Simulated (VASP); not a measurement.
Si: single point with PBE

Slab: Si, a slab with vacuum.

```
Si
1.0
     3.86854    0.00000    0.00000
    -1.93427    3.35025    0.00000
     0.00000    0.00000   19.99810
Si
6
Direct
  0.00000 0.00000 0.32503
  0.33333 0.66667 0.35915
  0.33333 0.66667 0.48089
  0.66667 0.33333 0.51911
  0.66667 0.33333 0.64085
  0.00000 0.00000 0.67497
```

* Program: VASP 6.6.1
* Task: single point
* Functional: PBE
* Potentials or basis: VASP PAW PBE potentials, release 64 (Si)
* Cutoff: 520 eV
* k mesh: 9 × 9 × 1
* Occupations: fermi-dirac, width 0.02 eV
* Spin: no spin polarisation

The largest force is 0.007 eV/Å and the band gap on the k mesh is zero (band 12 reaches 0.17 eV, above the bottom of band 13 at 0.15 eV).

Forces on the atoms (eV/Å):
```
Si   0.000  0.000  0.007
Si   0.000  0.000 -0.002
Si   0.000  0.000  0.000
Si   0.000  0.000  0.000
Si   0.000  0.000  0.002
Si   0.000  0.000 -0.007
```

Levels at points of the mesh, in eV from the Fermi level:
```
           k point  band 10  band 11  band 12  band 13  band 14  band 15
(0.00, 0.00, 0.00)    -0.63    -0.36    -0.36     0.99     1.55     2.32
```

Wall time 66 s on 1 thread of Intel(R) Xeon(R) 6975P-C (Granite Rapids) (shared host), peak memory 0.36 GiB.
